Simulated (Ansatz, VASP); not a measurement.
# One calculation of Re, two programs

INCAR

```
SYSTEM = Re
ALGO     = Normal         ! electronic algorithm
EDIFF    = 1E-6           ! SCF threshold, eV
ENCUT    = 560            ! plane-wave cutoff, eV
GGA_COMPAT= .False.      
ISIF     = 2              ! what is computed and relaxed
ISMEAR   = -1             ! smearing method
LASPH    = .True.         ! aspherical terms in the spheres
LCHARG   = .False.        ! write CHGCAR
LREAL    = .False.        ! projectors in reciprocal space
LWAVE    = .False.        ! write WAVECAR
NBANDS   = 22             ! bands
NELM     = 120            ! most SCF steps
PREC     = Accurate       ! precision mode
SIGMA    = 0.1            ! smearing width, eV
```

KPOINTS

```
k-points
0
Gamma
  13 13 7
  0 0 0
```

Contents of POSCAR:

```
Re
1.0
    2.7391880258      0.0000000000      0.0000000000
   -1.3695940129      2.3722064161      0.0000000000
    0.0000000000      0.0000000000      4.4118668232
Re
2
Direct
    0.3333333333      0.6666666667      0.2500000000
    0.6666666667      0.3333333333      0.7500000000
```

Input for Ansatz:

```yaml
crystal:
  lattice:
    - [2.7391880258, 0.0, 0.0]
    - [-1.3695940129, 2.3722064161, 0.0]
    - [0.0, 0.0, 4.4118668232]
  atoms:
    - { symbol: Re, position: [0.3333333333, 0.6666666667, 0.25] }
    - { symbol: Re, position: [0.6666666667, 0.3333333333, 0.75] }
hamiltonian:
  xc: lda
  pseudopotentials:
    kind: paw
    azcp:
      Re: "pseudopotentials/Re.paw.azcp"
basis:
  ecutwfc: 800
  fft_grid_basis: typed
kpoints:
  mp_grid: { grid: [13, 13, 7], shift: [0, 0, 0] }
magnetization:
  spin_polarized: false
scf:
  occupations: { method: fermi_dirac, width: 0.1 }
  lower_state_search: "off"
output:
  stress: true
```

Alike in both runs: task single point; functional LDA; k mesh 13 × 13 × 7; occupations fermi-dirac, width 0.1 eV; no spin polarisation.

|  | VASP | Ansatz |
| --- | --- | --- |
| version | VASP 6.6.1 | Ansatz 0.2.0 |
| potentials or method | VASP PAW LDA potentials, release 64 (Re_sv_GW), cutoff 560 eV | plane waves (800 eV) with PAW, scalar-relativistic |
| valence electrons in the cell | 30 | 30 |

|  | VASP | Ansatz | Ansatz less VASP |
| --- | --- | --- | --- |
| pressure (GPa) | 0.0 | 0.0 | +0.02 |

Ansatz warns that its potentials were made for another functional, while VASP's fit it. LDA's correlation is that of Perdew and Zunger in VASP and of Perdew and Wang (1992) in Ansatz.

Neither program's run includes spin-orbit coupling.
